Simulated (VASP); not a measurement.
Wanted: the native input for a VASP 6.6.1 run.

```yaml
Task: electric field gradients
Functional: LDA
Potentials_or_basis: VASP PAW LDA potentials, release 64 (Sb, Pt)
Cutoff: 520 eV
k_mesh: 11 × 11 × 8
Occupations: fermi-dirac, width 0.08 eV
Spin: no spin polarisation
Dipole_correction: no
Further_INCAR_settings: ALGO = Normal; EDIFF = 1e-08; NBANDS = 23
```

The structure of SbPt lies in POSCAR:

```
SbPt
1.0
    4.1299978706      0.0000000000      0.0000000000
   -2.0649989353      3.5766830735      0.0000000000
    0.0000000000      0.0000000000      5.5814400000
Sb Pt
2 2
Direct
    0.3333333333      0.6666666667      0.2500000000
    0.6666666667      0.3333333333      0.7500000000
    0.0000000000      0.0000000000      0.0000000000
    0.0000000000      0.0000000000      0.5000000000
```

This cell differs from its parent crystal: zz strain of +2 %.

The input as run:

INCAR

```
ALGO     = Normal         # electronic algorithm
EDIFF    = 1E-8           # SCF threshold, eV
ENCUT    = 520            # plane-wave cutoff, eV
GGA      = CA             # functional
ISIF     = 2              # what is computed and relaxed
ISMEAR   = -1             # smearing method
LASPH    = True           # aspherical terms in the spheres
LCHARG   = False          # write CHGCAR
LEFG     = True         
LREAL    = False          # projectors in reciprocal space
LWAVE    = False          # write WAVECAR
NBANDS   = 23             # bands
NELM     = 60             # most SCF steps
PREC     = Accurate       # precision mode
SIGMA    = 0.08           # smearing width, eV
```

KPOINTS

```
k-points
0
Gamma
  11 11 8
```

Potentials or basis: VASP PAW LDA potentials, release 64 (Sb, Pt).

Command:

```bash
$ cat potpaw_LDA.64/Sb/POTCAR potpaw_LDA.64/Pt/POTCAR > POTCAR
$ mpirun -np 1 vasp_std > vasp.out
```

Results of the run:

The pressure is -2.9 GPa and the band gap on the k mesh is zero (bands 15 and 16 overlap by 3.89 eV). The largest electric field gradient by atom is Sb +14.5; Pt -95.0 V/Å².

Caveat: the cell differs from its parent crystal (zz strain of +2 %); without QUAD_EFG the Cq values of the log hold for a quadrupole moment of 1 mb, not for the nuclei; spin-orbit coupling is left out, which moves the levels of the heavy elements.

It took 92 s on 1 thread of Intel(R) Xeon(R) Platinum 8259CL CPU @ 2.50GHz (Skylake/Cascade Lake) (shared host), peak memory 0.27 GiB.
